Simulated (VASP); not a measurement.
**HfC: relaxation of the atoms with PBE**

Crystal: HfC.

```
Hf C
1.0
     0.00000    2.31714    2.31714
     2.31714    0.00000    2.31714
     2.31714    2.31714    0.00000
Hf C
1 1
Direct
  0.00000 0.00000 0.00000
  0.50000 0.50000 0.50000
```

```yaml
Program: VASP 6.6.1
Task: relaxation of the atoms
Functional: PBE
Potentials_or_basis: VASP PAW PBE potentials, release 64 (Hf_pv, C)
Cutoff: 520 eV
k_mesh: 13 × 13 × 13
Occupations: fermi-dirac, width 0.05 eV
Spin: no spin polarisation
Dipole_correction: no
Further_INCAR_settings: ALGO = Normal; EDIFF = 1e-07; IBRION = 2; EDIFFG = -0.01; NSW = 50
```

```
Pressure after relaxing : 2.0 GPa
Band gap on the k mesh  : zero (bands 7 and 8 overlap by 1.40 eV)
```

Final structure:
```
Hf C
1.0
     0.00000    2.31714    2.31714
     2.31714    0.00000    2.31714
     2.31714    2.31714    0.00000
Hf C
1 1
Cartesian
  0.0000 0.0000 0.0000
  2.3171 2.3171 2.3171
```

Levels at points of the mesh, in eV from the Fermi level:
```
           k point  band 5  band 6  band 7  band 8  band 9  band 10
(0.00, 0.00, 0.00)    1.02    1.02    1.02    1.41    1.41     1.41
```

Wall time 32 s on 1 thread of Intel(R) Xeon(R) Platinum 8375C CPU @ 2.90GHz (Ice Lake), on a shared host, peak memory 0.15 GiB.

Caveat: the relaxation stopped at its first step, so nothing moved; spin-orbit coupling is left out, which moves the levels of the heavy elements.
